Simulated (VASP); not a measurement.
# Au (P6_3/mmc) in VASP: a series of runs, part 2 of 2

VASP 6.6.1. Earlier steps stand in the parts before.

**3. Electric field gradients, PBEsol (equal xx and yy strain of +2 %)**

The input, INCAR:

```
PREC = Accurate
ENCUT = 520
EDIFF = 1E-8
ISMEAR = -1
SIGMA = 0.03
LREAL = F
LASPH = T
NELM = 80
ALGO = Normal
ISIF = 2
LWAVE = F
LCHARG = F
GGA = PS
LEFG = T
NBANDS = 18
```

The input, KPOINTS:

```
regular mesh
0
Gamma
  14 14 8
```

The input, POSCAR:

```
Au
1.0
    2.9579983786      0.0000000000      0.0000000000
   -1.4789991893      2.5617017403      0.0000000000
    0.0000000000      0.0000000000      4.8800000000
Au
2
Direct
    0.3333333333      0.6666666667      0.7500000000
    0.6666666667      0.3333333333      0.2500000000
```

Potentials or basis: VASP PAW PBE potentials, release 64 (Au).

Started as:

```bash
cat potpaw_PBE.64/Au/POTCAR > POTCAR
mpirun -np 1 vasp_std > vasp.out
```

OUTCAR:

```text
PREC = Accurate
   ENCUT = 520
   EDIFF = 1E-8
   ISMEAR = -1
   LREAL = F
   LASPH = T
   NELM = 80
   ISIF = 2
   GGA = PS

 ion  position               nearest neighbor table
   1  0.333  0.667  0.750-   2 2.98   2 2.98   2 2.98   2 2.98   2 2.98   2 2.98
   2  0.667  0.333  0.250-   1 2.98   1 2.98   1 2.98   1 2.98   1 2.98   1 2.98

  LATTYP: Found a hexagonal cell.
 ALAT       =     2.9579983786
 C/A-ratio  =     1.6497642579

  Lattice vectors:

 A1 = (   2.9579983786,   0.0000000000,   0.0000000000)
 A2 = (  -1.4789991893,   2.5617017403,   0.0000000000)
 A3 = (   0.0000000000,   0.0000000000,   4.8800000000)

Analysis of symmetry for initial positions (statically):
=====================================================================
 Subroutine PRICEL returns:
 Original cell was already a primitive cell.

 Routine SETGRP: Setting up the symmetry group for a
 hexagonal supercell.

 Subroutine GETGRP returns: Found 24 space group operations
 (whereof 12 operations were pure point group operations)
 out of a pool of 24 trial point group operations.

The static configuration has the point symmetry D_3d.
 The point group associated with its full space group is D_6h.

Analysis of symmetry for dynamics (positions and initial velocities):
=====================================================================
 Subroutine PRICEL returns:
 Original cell was already a primitive cell.

 Routine SETGRP: Setting up the symmetry group for a
 hexagonal supercell.

 Subroutine GETGRP returns: Found 24 space group operations
 (whereof 12 operations were pure point group operations)
 out of a pool of 24 trial point group operations.

The dynamic configuration has the point symmetry D_3d.
 The point group associated with its full space group is D_6h.

 Subroutine INISYM returns: Found 24 space group operations
 (whereof 12 operations are pure point group operations),
 and found     1 'primitive' translations

----------------------------------------------------------------------------------------

                                     Primitive cell

  volume of cell :      36.9782

  direct lattice vectors                    reciprocal lattice vectors
     2.957998379  0.000000000  0.000000000     0.338066446  0.195182754  0.000000000
    -1.478999189  2.561701740  0.000000000     0.000000000  0.390365508  0.000000000
     0.000000000  0.000000000  4.880000000     0.000000000  0.000000000  0.204918033

  length of vectors
     2.957998379  2.957998379  4.880000000     0.390365508  0.390365508  0.204918033

  position of ions in fractional coordinates (direct lattice)
     0.333333333  0.666666667  0.750000000
     0.666666667  0.333333333  0.250000000

  ion indices of the primitive-cell ions
   primitive index   ion index
                 1           1
                 2           2

----------------------------------------------------------------------------------------

 KPOINTS: regular mesh

Automatic generation of k-mesh.
[... 67 lines left out ...]
   LREAL  =      F    real-space projection
   EDIFFG = 0.1E-06   stopping-criterion for IOM
   NSW    =      0    number of steps for IOM
   IBRION =     -1    ionic relax: 0-MD 1-quasi-New 2-CG
   NFREE  =      0    steps in history (QN), initial steepest desc. (CG)
   ISIF   =      2    stress and relaxation
   ISYM   =      2    0-nonsym 1-usesym 2-fastsym
   POTIM  = 0.5000    time-step for ionic-motion
   TEBEG  =    0.0;   TEEND  =   0.0 temperature during run
   PSTRESS=    0.0 pullay stress
   NELECT =      22.0000    total number of electrons
   NUPDOWN=      -1.0000    fix difference up-down
   EMIN   =  10.00;   EMAX   =-10.00  energy-range for DOS
   EFERMI =   0.00;   METHOD = LEGACY
   ISMEAR =    -1;   SIGMA  =   0.03  broadening in eV -4-tet -1-fermi 0-gaus
   EFERMI_NEDOS =   21; number of points for ismear=-14 and -15
   IALGO  =     38    algorithm
   IMIX   =      4    mixing-type and parameters
     AMIX     =   0.40;   BMIX     =  1.00
     AMIX_MAG =   1.60;   BMIX_MAG =  1.00
  volume/ion in A,a.u.               =      18.49       124.77
  Fermi-wavevector in a.u.,A,eV,Ry     =   1.376893  2.601951 25.794403  1.895835
  Thomas-Fermi vector in A             =   2.502096
   LORBIT       =      0    0 simple, 1 ext, 2 COOP (PROOUT), +10 PAW based schemes
   GGA     = PS    functional components
   LHFCALC =     F    Hartree Fock is set to
   AEXX    =    0.0000 exact exchange contribution
   IVDW    =     0    specifies the selected vdW correction
   LEPSILON=     F    determine dielectric tensor
   LRPA    =     F    only Hartree local field effects (RPA)
 non-spin polarized calculation
  energy-cutoff  :      520.00
  volume of cell :       36.98
 maximum number of plane-waves:      1020
 NGX is ok and might be reduce to    24
   NGX = 11   NGY = 11   NGZ = 19

 number of electron      21.9999994 magnetization

 Free energy of the ion-electron system (eV)
  ---------------------------------------------------
  ext. energy  EPLUGINS =         0.00000000
  ---------------------------------------------------
  free energy    TOTEN  =        -7.71109347 eV

  energy without entropy =       -7.70806749  energy(sigma->0) =       -7.70958048

 E-fermi :   7.9058     XC(G=0): -12.4055

 val. band max:        7.8938522027   @ k =   0.4286   0.0714   0.2500
 cond. band min:       7.9069403704   @ k =   0.4286   0.0714   0.1250
 fundamental gap:      0.0130881677
 Fermi energy:         7.9058357393

 k-point     1 :       0.0000    0.0000    0.0000
  band No.  band energies     occupation
      1      -1.1093      2.00000
      2       1.3264      2.00000
      3       3.6514      2.00000
      4       3.8213      2.00000
      5       3.8213      2.00000
      6       4.1106      2.00000
[... 481 lines left out ...]
      5       3.6400      2.00000
      6       3.7735      2.00000
[... 10 lines left out ...]
     17      18.4877      0.00000
     18      18.7669      0.00000

 [... further k-points ...]
[... 5 lines left out ...]
  --------------------------------------------------------------------------------------
  -------------------------------------------------------------------------------------
  Total       -2.6311813     -2.6311813     -2.4992116      0.0000000      0.0000000      0.0000000
  in kB     -114.0026742   -114.0026742   -108.2847495      0.0000000      0.0000000      0.0000000
  external PRESSURE =    -112.0966993 kB  Pullay stress =       0.0000000 kB

 VOLUME and BASIS-vectors are now :
 -----------------------------------------------------------------------------
  energy-cutoff  :      520.00
  volume of cell :       36.98
      direct lattice vectors                 reciprocal lattice vectors
     2.957998379  0.000000000  0.000000000     0.338066446  0.195182754  0.000000000
    -1.478999189  2.561701740  0.000000000     0.000000000  0.390365508  0.000000000
     0.000000000  0.000000000  4.880000000     0.000000000  0.000000000  0.204918033

 POSITION                                       TOTAL-FORCE (eV/Angst)
 -----------------------------------------------------------------------------------
     -0.00000      1.70780      3.66000         0.000000      0.000000      0.000000
      1.47900      0.85390      1.22000        -0.000000     -0.000000      0.000000
 -----------------------------------------------------------------------------------
    total drift:                               -0.000000      0.000000     -0.000000

  FREE ENERGIE OF THE ION-ELECTRON SYSTEM (eV)
  ---------------------------------------------------
  free  energy   TOTEN  =        -7.7110934738 eV

  energy  without entropy=       -7.7080674899  energy(sigma->0) =       -7.70958048

 Electric field gradients (V/A^2)
---------------------------------------------------------------------
 ion       V_xx      V_yy      V_zz      V_xy      V_xz      V_yz
---------------------------------------------------------------------
   1      -5.441    -5.440    10.881     0.000     0.000    -0.000
   2      -5.441    -5.440    10.881     0.000    -0.000     0.000
---------------------------------------------------------------------

 Electric field gradients after diagonalization (V/A^2)
 (convention: |V_zz| > |V_xx| > |V_yy|)
----------------------------------------------------------------------
 ion       V_xx      V_yy      V_zz     asymmetry (V_yy - V_xx)/ V_zz
----------------------------------------------------------------------
   1      -5.441    -5.440    10.881       0.000
   2      -5.441    -5.440    10.881       0.000
----------------------------------------------------------------------

           NMR quadrupolar parameters

 Cq : quadrupolar parameter    Cq=e*Q*V_zz/h
 eta: asymmetry parameters     (V_yy - V_xx)/ V_zz
 Q  : nuclear electric quadrupole moment in mb (millibarn)
----------------------------------------------------------------------
 ion       Cq(MHz)       eta       Q (mb)
----------------------------------------------------------------------
   1       0.026       0.000       1.000
   2       0.026       0.000       1.000
----------------------------------------------------------------------
```

OSZICAR:

```text
N       E                     dE             d eps       ncg     rms          rms(c)
DAV:   1     0.118778909163E+03    0.11878E+03   -0.11599E+04  4328   0.118E+03
DAV:   2    -0.624979116391E+01   -0.12503E+03   -0.11907E+03  4582   0.254E+02
DAV:   3    -0.836840152769E+01   -0.21186E+01   -0.21030E+01  5114   0.330E+01
DAV:   4    -0.837757916494E+01   -0.91776E-02   -0.91767E-02  4778   0.231E+00
DAV:   5    -0.837766454574E+01   -0.85381E-04   -0.85382E-04  4866   0.238E-01    0.105E+01
DAV:   6    -0.774646585344E+01    0.63120E+00   -0.12907E+00  4458   0.102E+01    0.688E+00
DAV:   7    -0.771565226796E+01    0.30814E-01   -0.71064E-02  4834   0.233E+00    0.348E+00
DAV:   8    -0.771110350900E+01    0.45488E-02   -0.37884E-03  4540   0.492E-01    0.330E-01
DAV:   9    -0.771108552463E+01    0.17984E-04   -0.22986E-05  4920   0.400E-02    0.172E-02
DAV:  10    -0.771109387608E+01   -0.83514E-05   -0.28236E-06  4806   0.166E-02    0.996E-03
DAV:  11    -0.771109352229E+01    0.35379E-06   -0.71661E-08  4800   0.179E-03    0.781E-04
DAV:  12    -0.771109351130E+01    0.10986E-07   -0.19725E-09  2730   0.408E-04    0.190E-04
DAV:  13    -0.771109347888E+01    0.32422E-07   -0.43490E-10  2328   0.177E-04    0.544E-05
DAV:  14    -0.771109347377E+01    0.51098E-08   -0.37118E-11  2278   0.525E-05
   1 F= -.77110935E+01 E0= -.77095805E+01  d E =-.302598E-02
```

Wall time 2.6 min (1 thread of AMD EPYC 7R13 (Zen 3), shared host); peak memory 0.17 GiB.

Results:

- Free energy: -7.7111 eV
- Pressure: -11.2 GPa
- Band gap on the k mesh: zero (band 11 reaches 11.50 eV, above the bottom of band 12 at 5.48 eV)

Levels at points of the mesh, in eV from the Fermi level:
```tsv
k point	band 7	band 8	band 9	band 10	band 11	band 12	band 13	band 14	band 15	band 16
(0.00, 0.00, 0.00)	-3.80	-3.29	-3.29	-2.02	-2.02	-0.65	2.56	14.54	15.98	16.69
(0.50, 0.00, 0.00)	-3.33	-1.80	-1.78	-1.62	0.36	1.35	5.68	6.90	7.12	9.91
(0.00, 0.00, 0.50)	-4.14	-4.14	-2.43	-2.43	-2.43	-2.43	10.50	10.50	14.79	14.79
(0.50, 0.00, 0.50)	-2.19	-2.19	-1.69	-1.69	0.63	0.63	3.55	3.55	13.03	13.03
```

Electric field gradients, principal values (V/Å²):
| atom | least | middle | greatest (by size) |
| --- | --- | --- | --- |
| 1 Au | -5.440 | -5.441 | 10.881 |
| 2 Au | -5.440 | -5.441 | 10.881 |

Caveat: the cell differs from its parent crystal (equal xx and yy strain of +2 %); without QUAD_EFG the Cq values of the log hold for a quadrupole moment of 1 mb, not for the nuclei; the PAW data sets were made with another functional, which shifts forces and pressure a little; spin-orbit coupling is left out, which moves the levels of the heavy elements.
